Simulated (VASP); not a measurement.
Here is a VASP 6.6.1 calculation.

File POSCAR:

```
B17HN18
1.0
    7.4650312844      0.0000000000      0.0000000000
   -3.7325156422      6.4649067324      0.0000000000
    0.0000000000      0.0000000000      6.4954828762
B N H
17 18 1
Direct
    0.1139811671      0.2233212368      0.2501859363
    0.2181363283      0.1100973822      0.7358733544
    0.1138431900      0.5565453877      0.2524351455
    0.2225195391      0.4434091818      0.7595591706
    0.1137773493      0.8899429576      0.2491390673
    0.2184481740      0.7782766673      0.7545129476
    0.4473380276      0.2235178966      0.2489220191
    0.5510008691      0.1111876287      0.7436093916
    0.4474354516      0.5564681101      0.2517997991
    0.4472677875      0.8899334828      0.2511256234
    0.5577330552      0.7833582592      0.7641285443
    0.7804681448      0.2233459939      0.2501728724
    0.8874087389      0.1174490701      0.7540890379
    0.7802223214      0.5565164288      0.2512417171
    0.8800418864      0.4446217856      0.7538463605
    0.7804636885      0.8898115574      0.2511694251
    0.8852203123      0.7834075010      0.7520254934
    0.1094357225      0.2234510272      0.7491130123
    0.2245368582      0.1125251546      0.2473601849
    0.1086538865      0.5569270445      0.7591610320
    0.2246005330      0.4457766858      0.2534356264
    0.1077555415      0.8889338731      0.7479440170
    0.2246205050      0.7791935598      0.2512672270
    0.4338016263      0.2095874866      0.7157149945
    0.5580134783      0.1124830418      0.2478298787
    0.4400032817      0.5691259952      0.7817073487
    0.5579690900      0.4457635092      0.2517078608
    0.4405379948      0.8890997662      0.7569783987
    0.5580144345      0.7792384552      0.2539820896
    0.7734746106      0.2243983182      0.7518909780
    0.8912830710      0.1125510173      0.2507433717
    0.7877439517      0.5699016399      0.7386883659
    0.8912949517      0.4458690840      0.2509076044
    0.7783189702      0.8972184591      0.7597221245
    0.8912869982      0.7792734910      0.2496800276
    0.5146466501      0.3661189883      0.6933110340
```

File INCAR.step1:

```
  PREC = Accurate
  ENCUT = 520
  EDIFF = 1E-5
  ISMEAR = -1
  SIGMA = 0.01
  LREAL = Auto
  LASPH = T
  NELM = 120
  ALGO = Normal
  ISIF = 2
  LWAVE = T
  LCHARG = F
  NBANDS = 95
  GGA = PE
  GGA_COMPAT = F
  ISYM = -1
```

INCAR.step2

```
  PREC = Accurate
  ENCUT = 520
  EDIFF = 1E-6
  ISMEAR = -1
  SIGMA = 0.01
  LREAL = Auto
  LASPH = T
  NELM = 120
  ALGO = Normal
  ISIF = 2
  LWAVE = F
  LCHARG = F
  GGA = PE
  LHFCALC = T
  HFSCREEN = 0.2079
  PRECFOCK = Fast
  NBANDS = 95
  ISTART = 1
  GGA_COMPAT = F
  ISYM = -1
```

Contents of KPOINTS:

```
explicit points
1
Reciprocal
  0.25000000   0.25000000   0.25000000 1
```

Potentials or basis: VASP PAW PBE potentials, release 64 (B, N, H).

The run is started by

```sh
$ cat potpaw_PBE.64/B/POTCAR potpaw_PBE.64/N/POTCAR potpaw_PBE.64/H/POTCAR > POTCAR
$ cp INCAR.step1 INCAR
$ mpirun -np 1 vasp_std > vasp.out
$ cp INCAR.step2 INCAR
$ mpirun -np 1 vasp_std > vasp.out
```

(1) Predict the band gap on the k mesh.

(2) Predict the pressure.

Results:

(1) 1.28 eV.

(2) 3.9 GPa.

Caveat: the PAW data sets were made with another functional, which shifts forces and pressure a little.
